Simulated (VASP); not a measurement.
## ZrC: single point with PBE

Crystal: ZrC.

```
Zr C
1.0
     0.00000    2.31496    2.31496
     2.31496    0.00000    2.31496
     2.31496    2.31496    0.00000
Zr C
1 1
Direct
  0.50000 0.50000 0.50000
  0.00000 0.00000 0.00000
```

This cell differs from its parent crystal: strain -0.015 along x and y, -0.015 along z.

```json
{
 "Program": "VASP 6.6.1",
 "Task": "single point",
 "Functional": "PBE",
 "Potentials or basis": "VASP PAW PBE potentials, release 64 (Zr_sv, C)",
 "Cutoff": "520 eV",
 "k mesh": "18 × 18 × 18",
 "Occupations": "gaussian, width 0.15 eV",
 "Spin": "no spin polarisation",
 "Dipole correction": "no",
 "Further INCAR settings": "ALGO = Normal; EDIFF = 1e-06; NBANDS = 15"
}
```

* Pressure: 12.8 GPa
* Band gap on the k mesh: zero (bands 8 and 9 overlap by 1.32 eV)

Levels at points of the mesh, in eV from the Fermi level:
```
           k point  band 6  band 7  band 8  band 9  band 10  band 11
(0.00, 0.00, 0.00)    0.93    0.93    0.93    1.10     1.10     1.10
(0.50, 0.00, 0.00)   -5.49   -3.10   -3.10    4.73     4.73     5.61
(0.50, 0.50, 0.00)   -1.99   -1.92    0.10    0.10     4.68     5.99
```

It took 52 s on 1 thread of Intel(R) Xeon(R) Platinum 8259CL CPU @ 2.50GHz (Skylake/Cascade Lake), on a shared host, peak memory 0.19 GiB.

Caveat: the cell differs from its parent crystal (strain -0.015 along x and y, -0.015 along z); the cell stands under pressure.
